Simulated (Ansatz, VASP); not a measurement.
## Hg in VASP and in Ansatz

INCAR

```
SYSTEM = Hg
PREC     = Accurate       ! precision mode
ENCUT    = 500            ! plane-wave cutoff, eV
EDIFF    = 1E-6           ! SCF threshold, eV
ISMEAR   = -1             ! smearing method
SIGMA    = 0.05           ! smearing width, eV
LREAL    = .FALSE.        ! projectors in reciprocal space
LASPH    = .TRUE.         ! aspherical terms in the spheres
NELM     = 120            ! most SCF steps
ALGO     = Normal         ! electronic algorithm
ISIF     = 2              ! what is computed and relaxed
LWAVE    = .FALSE.        ! write WAVECAR
LCHARG   = .TRUE.         ! write CHGCAR
GGA      = PE             ! functional
LELF     = .TRUE.         ! ELF
LVHAR    = .TRUE.       
NBANDS   = 12             ! bands
GGA_COMPAT= .FALSE.
```

File KPOINTS:

```
Automatic mesh
0
G
  9 9 9
  0 0 0
```

POSCAR

```
Hg
1.0
   -1.9195431500      1.9195431500      1.9605663976
    1.9195431500     -1.9195431500      1.9605663976
    1.9195431500      1.9195431500     -1.9605663976
Hg
1
Direct
    0.5000000000      0.5000000000      0.0000000000
```

Input for Ansatz:

```yaml
crystal:
  lattice:
    - [-1.91954314998954, 1.91954314998954, 1.9605663975972176]
    - [1.91954314998954, -1.91954314998954, 1.9605663975972176]
    - [1.91954314998954, 1.91954314998954, -1.9605663975972176]
  atoms:
    - { symbol: Hg, position: [0.5, 0.5, 0.0] }
basis:
  ecutwfc: 550.0
kpoints:
  mp_grid:
    grid: [9, 9, 9]
scf:
  occupations:
    method: fermi_dirac
    width: 0.05
output:
  stress: true
```

Alike in both runs: task single point; functional PBE; k mesh 9 × 9 × 9; occupations fermi-dirac, width 0.05 eV; no spin polarisation.

|  | VASP | Ansatz |
| --- | --- | --- |
| version | VASP 6.6.1 | Ansatz 0.2.0 |
| potentials or method | VASP PAW PBE potentials, release 64 (Hg), cutoff 500 eV | plane waves, PAW |
| valence electrons in the cell | 12 | 20 |

|  | VASP | Ansatz | Ansatz less VASP |
| --- | --- | --- | --- |
| pressure (GPa) | 0.3 | 0.2 | -0.10 |
| traceless stress, the component that is largest in VASP (GPa) | -0.06 | -0.06 | 0.000 |

The functional is the same, so the differences come from potentials, cutoffs and numerics. VASP's potentials hold 12 valence electrons a cell and Ansatz's 20, so a difference there can come from the potentials and not from the codes.

Neither program's run includes spin-orbit coupling.
